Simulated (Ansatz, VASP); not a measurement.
Two plane-wave programs on CdHg2Se3

```
Cd Hg Se
1.0
     3.67626   -2.36645    0.00000
     3.67626    2.36645    0.00000
    -0.98607    0.00000   10.01521
Cd Hg Se
1 2 3
Cartesian
  3.6763 0.6499 0.0000
  4.0376 -1.6899 6.7165
  2.3288 -1.6899 3.2987
  3.1832 -0.0522 5.0076
  5.2929 -0.9754 1.5431
  1.0736 -0.9754 8.4721
```

Alike in both runs: task single point; functional PBE; k mesh 4 × 4 × 2; occupations gaussian, width 0.1 eV; no spin polarisation.

|  | VASP | Ansatz |
| --- | --- | --- |
| version | VASP 6.6.1 | Ansatz 0.2.0 |
| potentials or method | VASP PAW PBE potentials, release 64 (Cd, Hg, Se), cutoff 520 eV | scalar-relativistic, plane waves, PAW |
| valence electrons in the cell | 54 | 108 |

VASP gave:

```
gap on the k mesh at the Fermi level (eV)                     : 0.95
least direct gap on the mesh (eV)                             : 0.98
pressure (GPa)                                                : 0.4
traceless stress, the component that is largest in VASP (GPa) : 0.09
rms of the force components (eV/Å)                            : 0.026
```

Estimate Ansatz's values.

gap on the k mesh at the Fermi level (eV): 0.96; least direct gap on the mesh (eV): 0.98; pressure (GPa): 0.1; traceless stress, the component that is largest in VASP (GPa): -0.01; rms of the force components (eV/Å): 0.005.

Atom by atom the forces differ by 0.029 eV/Å (rms over components). VASP's potentials hold 54 valence electrons a cell and Ansatz's 108, so a difference there can come from the potentials and not from the codes.

Neither program's run includes spin-orbit coupling.
